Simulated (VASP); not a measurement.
Input of a VASP 6.6.1 run:

Contents of INCAR:

```
  PREC = Accurate
  ENCUT = 520
  EDIFF = 1E-6
  ISMEAR = 0
  SIGMA = 0.1
  LREAL = False
  LASPH = True
  NELM = 60
  ALGO = Normal
  ISIF = 2
  LWAVE = False
  LCHARG = False
  GGA = PE
  NBANDS = 34
```

Contents of KPOINTS:

```
Automatic mesh
0
Gamma
  6 6 12
```

The input POSCAR:

```
GeBr5
1.0
    8.1273130863      0.0000000000      0.0000000000
    0.0000000000      8.1273130863      0.0000000000
    0.0000000000      0.0000000000      3.5165664005
Ge Br
1 5
Direct
    0.5000000000      0.5000000000      0.5000000000
    0.0000000000      0.3505385611      0.5000000000
    0.0000000000      0.6494614389      0.5000000000
    0.6494614389      0.0000000000      0.5000000000
    0.3505385611      0.0000000000      0.5000000000
    0.0000000000      0.0000000000      0.5000000000
```

Potentials or basis: VASP PAW PBE potentials, release 64 (Ge_d, Br).

Launch:

```console
$ cat potpaw_PBE.64/Ge_d/POTCAR potpaw_PBE.64/Br/POTCAR > POTCAR
$ mpirun -np 1 vasp_std > vasp.out
```

Task: What does it give for the pressure?

Result: 0.0 GPa.

Task: Estimate the largest force.

Result: 0.004 eV/Å.

Task: Predict the band gap on the k mesh.

Result: Zero (an odd number of electrons rules out a gap without spin polarisation).

Forces in eV/Å, atoms in the order of the input:
```
Ge   0.000  0.000  0.000
Br   0.000 -0.004  0.000
Br   0.000  0.004  0.000
Br   0.004  0.000  0.000
Br  -0.004  0.000  0.000
Br   0.000  0.000  0.000
```

Caveat: this functional lacks dispersion, which binds the layers, so the pressure and a relaxed spacing across them are unreliable; an odd number of electrons without spin polarisation forces a metal; a magnetic or distorted state may lie lower.
